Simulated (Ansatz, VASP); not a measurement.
**Ga2BSb3 in VASP and in Ansatz**

File INCAR:

```
SYSTEM = Ga2BSb3
PREC = Accurate
ENCUT = 600
EDIFF = 1E-6
ISMEAR = 0
SIGMA = 0.1
LREAL = .False.
LASPH = .True.
NELM = 80
ALGO = Normal
ISIF = 3
LWAVE = .False.
LCHARG = .False.
GGA = PE
IBRION = 2
NSW = 100
EDIFFG = -0.01
```

File KPOINTS:

```
Automatic mesh
0
Gamma
  6 6 8
  0 0 0
```

Contents of POSCAR:

```
Ga2BSb3
1.0
    5.9995474123      0.0000000000      0.0000000000
   -2.9997737061      5.1957604702      0.0000000000
    0.0000000000      0.0000000000      5.4959924581
Ga B Sb
2 1 3
Direct
    0.3333333333      0.6666666667      0.0000000000
    0.6666666667      0.3333333333      0.0000000000
    0.0000000000      0.0000000000      0.5000000000
    0.5000000000      0.0000000000      0.5000000000
    0.0000000000      0.5000000000      0.5000000000
    0.5000000000      0.5000000000      0.5000000000
```

Input for Ansatz:

```yaml
crystal:
  lattice:
    - [5.9995474123, 0.0, 0.0]
    - [-2.9997737061, 5.1957604702, 0.0]
    - [0.0, 0.0, 5.4959924581]
  atoms:
    - { symbol: Ga, position: [0.3333333333, 0.6666666667, 0.0] }
    - { symbol: Ga, position: [0.6666666667, 0.3333333333, 0.0] }
    - { symbol: B, position: [0.0, 0.0, 0.5] }
    - { symbol: Sb, position: [0.5, 0.0, 0.5] }
    - { symbol: Sb, position: [0.0, 0.5, 0.5] }
    - { symbol: Sb, position: [0.5, 0.5, 0.5] }
basis:
  ecutwfc: 420
kpoints:
  mp_grid: { grid: [6, 6, 8] }
hamiltonian:
  xc: pbe
scf:
  occupations: { method: gaussian, width: 0.1 }
output:
  forces: true
  stress: true
  eigenvalues: true
relax:
  adjacent_minimum: "off"
  f_tol: 0.01
  max_steps: 80
  cell: { stress_tol: 0.05 }
```

Alike in both runs: task relaxation of cell and atoms; functional PBE; k mesh 6 × 6 × 8; occupations gaussian, width 0.1 eV; no spin polarisation.

|  | VASP | Ansatz |
| --- | --- | --- |
| version | VASP 6.6.1 | Ansatz 0.2.0 |
| potentials or method | VASP PAW PBE potentials, release 64 (Ga_d, B, Sb), cutoff 600 eV | scalar-relativistic, plane waves, PAW |
| valence electrons in the cell | 44 | 74 |

Ansatz gave:

| Item | Value |
| --- | --- |
| gap on the k mesh at the Fermi level, each at its own relaxed structure (eV) | none |
| relaxed volume (Å³/atom) | 28.28 |
| relaxed cell length with the largest relative difference (Å) | 5.197 |

Task: Which values does VASP return?

Result: gap on the k mesh at the Fermi level, each at its own relaxed structure (eV): none; relaxed volume (Å³/atom): 28.27; relaxed cell length with the largest relative difference (Å): 5.195.

A gap of «none» marks a metal or a gap that the smearing closes. VASP's potentials hold 44 valence electrons a cell and Ansatz's 74, so a difference there can come from the potentials and not from the codes.

Neither program's run includes spin-orbit coupling.
